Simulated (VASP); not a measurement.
Here is a VASP 6.6.1 calculation.

The input INCAR:

```
SYSTEM = AlRu
ALGO     = Fast           ! electronic algorithm
EDIFF    = 1E-7           ! SCF threshold, eV
ENCUT    = 520            ! plane-wave cutoff, eV
GGA      = PE             ! functional
ISIF     = 2              ! what is computed and relaxed
ISMEAR   = 0              ! smearing method
LASPH    = .TRUE.         ! aspherical terms in the spheres
LCHARG   = .TRUE.         ! write CHGCAR
LELF     = .TRUE.         ! ELF
LREAL    = .FALSE.        ! projectors in reciprocal space
LVHAR    = .TRUE.       
LWAVE    = .FALSE.        ! write WAVECAR
NBANDS   = 16             ! bands
NELM     = 60             ! most SCF steps
PREC     = Accurate       ! precision mode
SIGMA    = 0.15           ! smearing width, eV
```

The input KPOINTS:

```
k-points
0
G
  16 16 16
  0 0 0
```

File POSCAR:

```
AlRu
1.0
    2.9916000000      0.0000000000      0.0785295000
    0.0000000000      2.9916000000      0.0000000000
    0.0785295000      0.0000000000      2.9916000000
Al Ru
1 1
Direct
    0.0000000000      0.0000000000      0.0000000000
    0.5000000000      0.5000000000      0.5000000000
```

Potentials or basis: VASP PAW PBE potentials, release 64 (Al, Ru_pv).

Command:

```sh
$ cat potpaw_PBE.64/Al/POTCAR potpaw_PBE.64/Ru_pv/POTCAR > POTCAR
$ mpirun -np 1 vasp_std > vasp.out
```

(1) What does it give for the band gap on the k mesh?

(2) What does it give for the pressure?

Answers

(1) zero (an odd number of electrons rules out a gap without spin polarisation).

(2) 3.2 GPa.

Caveat: the cell differs from its parent crystal (strain +0.0525 x Voigt [0, 0, 0, 0, 1, 0]); the cell stands under pressure.
